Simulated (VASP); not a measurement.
## AlCu3: relaxation of cell and atoms with LDA

The system is AlCu3.

```
Al Cu
1.0
     3.58920    0.00000    0.00000
     0.00000    3.58920    0.00000
     0.00000    0.00000    3.58920
Al Cu
1 3
Direct
  0.00000 0.00000 0.00000
  0.50000 0.50000 0.00000
  0.50000 0.00000 0.50000
  0.00000 0.50000 0.50000
```

```
Program                : VASP 6.6.1
Task                   : relaxation of cell and atoms
Functional             : LDA
Potentials or basis    : VASP PAW LDA potentials, release 64 (Al, Cu)
Cutoff                 : 600 eV
k mesh                 : 12 × 12 × 12
Occupations            : fermi-dirac, width 0.15 eV
Spin                   : no spin polarisation
Dipole correction      : no
Further INCAR settings : ALGO = Fast; EDIFF = 1e-06; IBRION = 2; EDIFFG = -0.001; NSW = 80; ISIF = 3
```

* Relaxed volume: 11.61 Å³/atom
* Relaxed cell: a = 3.595 Å, b = 3.595 Å, c = 3.595 Å, α = 90.00°, β = 90.00°, γ = 90.00°
* Space group after relaxing (to 0.1 Å): Pm-3m (No. 221)
* Energy gained by relaxing: 0.1 meV/atom
* Ionic steps: 13
* Pressure after relaxing: 0.0 GPa
* Band gap on the k mesh: zero (bands 18 and 19 overlap by 5.71 eV)

The path:
```tsv
step	energy change (eV)	largest force (eV/Å)	pressure (GPa)	volume (Å³)
1	0.0000	0.0000	0.59	46.24
2	-0.0005	0.0000	-0.28	46.52
3	-0.0005	0.0000	-0.06	46.46
4	-0.0005	0.0000	-0.08	46.44
5	-0.0004	0.0000	0.38	46.34
6	-0.0005	0.0000	0.12	46.43
7	-0.0005	0.0000	-0.16	46.44
8	-0.0005	0.0000	0.22	46.43
9	-0.0005	0.0000	-0.20	46.47
10	-0.0005	0.0000	-0.10	46.45
11	-0.0005	0.0000	0.18	46.44
12	-0.0005	0.0000	-0.10	46.45
13	-0.0005	0.0000	-0.01	46.45
```

Final structure:
```
CELL_PARAMETERS angstrom
3.59460 0.00000 0.00000
0.00000 3.59460 0.00000
0.00000 0.00000 3.59460
ATOMIC_POSITIONS crystal
Al 0.00000 0.00000 0.00000
Cu 0.50000 0.50000 0.00000
Cu 0.50000 0.00000 0.50000
Cu 0.00000 0.50000 0.50000
```

Levels at points of the mesh, in eV from the Fermi level:
```
           k point  band 14  band 15  band 16  band 17  band 18  band 19  band 20  band 21  band 22
(0.00, 0.00, 0.00)    -2.18    -2.18    -2.18    -0.33    -0.33    -0.33     4.52     4.52     5.30
(0.50, 0.00, 0.00)    -3.13    -3.05    -2.63    -2.18     3.89     3.89     3.95     3.95     4.87
(0.50, 0.50, 0.00)    -3.06    -3.03    -2.92    -2.47    -1.27    -1.27     6.53     6.54     6.54
(0.50, 0.50, 0.50)    -3.05    -3.05    -2.36    -2.36    -2.36    -1.54     1.43     1.82     1.82
```

It took 8 min on 1 thread of Intel(R) Xeon(R) Platinum 8259CL CPU @ 2.50GHz (Skylake/Cascade Lake), with other jobs on the host, peak memory 0.22 GiB.
